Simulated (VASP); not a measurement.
# Ge (I4_1/amd) in VASP: a series of runs, part 2 of 2

VASP 6.6.1.

### Step 4. Single point, PBEsol (strain +0.050 along x and y, -0.025 along z)

The input, INCAR:

```
  PREC = Accurate
  ENCUT = 520
  EDIFF = 1E-6
  ISMEAR = 0
  SIGMA = 0.15
  LREAL = F
  LASPH = T
  NELM = 60
  ALGO = Normal
  ISIF = 2
  LWAVE = F
  LCHARG = F
  GGA = PS
  NBANDS = 21
```

The input, KPOINTS:

```
regular mesh
0
Gamma
  20 20 20
```

The input, POSCAR:

```
Ge
1.0
   -2.7032142050      2.7032142050      1.3624773271
    2.7032142050     -2.7032142050      1.3624773271
    2.7032142050      2.7032142050     -1.3624773271
Ge
2
Direct
    0.2500000000      0.7500000000      0.5000000000
    0.5000000000      0.5000000000      0.0000000000
```

Potentials or basis: VASP PAW PBE potentials, release 64 (Ge_d).

Launch:

```
$ cat potpaw_PBE.64/Ge_d/POTCAR > POTCAR
$ mpirun -np 1 vasp_std > vasp.out
```

OUTCAR:

```text
PREC = Accurate
   ENCUT = 520
   EDIFF = 1E-6
   ISMEAR = 0
   LREAL = F
   LASPH = T
   NELM = 60
   ISIF = 2
   GGA = PS

 ion  position               nearest neighbor table
   1  0.250  0.750  0.500-   2 2.79   2 2.79   2 2.79   2 2.79
   2  0.500  0.500  0.000-   1 2.79   1 2.79   1 2.79   1 2.79

  LATTYP: Found a body centered tetragonal cell.
 ALAT       =     5.4064284100
 C/A-ratio  =     0.5040212221

  Lattice vectors:

 A1 = (  -2.7032142050,   2.7032142050,   1.3624773271)
 A2 = (   2.7032142050,  -2.7032142050,   1.3624773271)
 A3 = (   2.7032142050,   2.7032142050,  -1.3624773271)

Analysis of symmetry for initial positions (statically):
=====================================================================
 Subroutine PRICEL returns:
 Original cell was already a primitive cell.

 Routine SETGRP: Setting up the symmetry group for a
 body centered tetragonal supercell.

 Subroutine GETGRP returns: Found 16 space group operations
 (whereof  8 operations were pure point group operations)
 out of a pool of 16 trial point group operations.

[... 160 lines left out ...]
  free energy    TOTEN  =        -9.44618219 eV

  energy without entropy =       -9.43567525  energy(sigma->0) =       -9.44092872

 E-fermi :   5.8475     XC(G=0): -11.1038

 val. band max:        5.8445319583   @ k =  -0.2000  -0.3000   0.0500
 cond. band min:       5.8574379290   @ k =  -0.1500   0.4500   0.1500
 fundamental gap:      0.0129059707
 Fermi energy:         5.8474625655

 k-point     1 :       0.0000    0.0000    0.0000
  band No.  band energies     occupation
      1     -18.7358      2.00000
      2     -18.7256      2.00000
      3     -18.7108      2.00000
      4     -18.6674      2.00000
      5     -18.5715      2.00000
      6     -18.5715      2.00000
[... 565 lines left out ...]
     20      14.6462      0.00000
     21      15.8243      0.00000

 [... further k-points ...]

------------------------ aborting loop because EDIFF is reached ----------------------------------------

  FORCE on cell =-STRESS in cart. coord.  units (eV):
  Direction    XX          YY          ZZ          XY          YZ          ZX
  --------------------------------------------------------------------------------------
  -------------------------------------------------------------------------------------
  Total       -1.7161612     -1.7161612     -0.2404211      0.0000000      0.0000000      0.0000000
  in kB      -69.0428108    -69.0428108     -9.6723709      0.0000000      0.0000000      0.0000000
  external PRESSURE =     -49.2526642 kB  Pullay stress =       0.0000000 kB

 VOLUME and BASIS-vectors are now :
 -----------------------------------------------------------------------------
  energy-cutoff  :      520.00
  volume of cell :       39.82
      direct lattice vectors                 reciprocal lattice vectors
    -2.703214205  2.703214205  1.362477327     0.000000000  0.184964994  0.366978584
     2.703214205 -2.703214205  1.362477327     0.184964994  0.000000000  0.366978584
     2.703214205  2.703214205 -1.362477327     0.184964994  0.184964994  0.000000000

 POSITION                                       TOTAL-FORCE (eV/Angst)
 -----------------------------------------------------------------------------------
      2.70321      0.00000      0.68124        -0.000000      0.000000     -0.000000
      0.00000      0.00000      1.36248         0.000000     -0.000000      0.000000
 -----------------------------------------------------------------------------------
    total drift:                                0.000000     -0.000000      0.000000

  FREE ENERGIE OF THE ION-ELECTRON SYSTEM (eV)
  ---------------------------------------------------
  free  energy   TOTEN  =        -9.4461821897 eV

  energy  without entropy=       -9.4356752459  energy(sigma->0) =       -9.44092872
```

OSZICAR:

```text
N       E                     dE             d eps       ncg     rms          rms(c)
DAV:   1     0.177331736917E+03    0.17733E+03   -0.14241E+04 30470   0.376E+03
DAV:   2     0.152674769998E+02   -0.16206E+03   -0.15723E+03 27102   0.597E+02
DAV:   3    -0.876262777621E+01   -0.24030E+02   -0.23825E+02 30713   0.134E+02
DAV:   4    -0.947146746160E+01   -0.70884E+00   -0.70830E+00 30203   0.266E+01
DAV:   5    -0.948241270919E+01   -0.10945E-01   -0.10945E-01 30486   0.369E+00    0.189E+00
DAV:   6    -0.945573873773E+01    0.26674E-01   -0.32678E-02 36775   0.305E+00    0.103E+00
DAV:   7    -0.944664535568E+01    0.90934E-02   -0.16221E-02 36696   0.188E+00    0.134E-01
DAV:   8    -0.944617749186E+01    0.46786E-03   -0.20340E-03 31719   0.829E-01    0.415E-02
DAV:   9    -0.944618194679E+01   -0.44549E-05   -0.39759E-05 32568   0.765E-02    0.891E-03
DAV:  10    -0.944618218975E+01   -0.24295E-06   -0.24091E-06 25204   0.222E-02
   1 F= -.94461822E+01 E0= -.94409287E+01  d E =-.105069E-01
```

Wall time 3.4 min (1 thread of AMD EPYC 9R45 (Zen 5), shared host); peak memory 0.47 GiB.

Results:

```
Free energy            : -9.4462 eV
Pressure               : -4.9 GPa
Band gap on the k mesh : zero (bands 14 and 15 overlap by 4.33 eV)
```

Stress tensor (GPa, compression positive):
```
-6.90  0.00  0.00
 0.00 -6.90  0.00
 0.00  0.00 -0.97
```

Levels at points of the mesh, in eV from the Fermi level:
```csv
k point,band 10,band 11,band 12,band 13,band 14,band 15,band 16,band 17,band 18,band 19
"(0.00, 0.00, 0.00)",-24.34,-12.71,-5.12,-2.42,-2.42,3.15,6.43,6.43,8.90,9.21
"(0.50, 0.00, 0.00)",-24.34,-7.28,-5.79,-2.75,-2.10,-0.75,2.75,3.32,5.03,8.16
"(0.50, 0.50, 0.00)",-24.40,-10.29,-10.29,0.25,0.25,1.09,1.09,8.57,8.57,11.87
"(0.50, 0.50, 0.50)",-24.41,-9.02,-9.02,-5.50,-5.50,7.54,7.54,9.21,9.21,14.49
```

Caveat: the cell differs from its parent crystal (strain +0.050 along x and y, -0.025 along z); the stress differs along the axes, from -7 to -1 GPa; the PAW data sets were made with another functional, which shifts forces and pressure a little.

### Step 5. The runs side by side

```csv
cell,gap on the mesh (eV),pressure (GPa)
"a = 3.925 Å, angles 98.0, 98.0, 136.1°, 2 atoms",none,-3.9
"a = 3.985 Å, angles 97.1, 97.1, 138.9°, 2 atoms",none,-4.1
"a = 4.058 Å, angles 96.5, 96.5, 140.8°, 2 atoms",none,-4.9
```

Alike in all rows: task single point; level PBEsol; potentials or basis VASP PAW PBE potentials, release 64 (Ge_d); no spin polarisation; k mesh 20 × 20 × 20; cutoff (eV) 520; smearing gaussian 0.15 eV.

Caveats: the PAW data sets were made with another functional, which shifts forces and pressure a little; the cell stands under tension (at least some runs); the stress differs along the axes, from -7 to -1 GPa (at least some runs).

Total energies depend on the potentials used, so only differences within one code and one set of settings carry meaning.
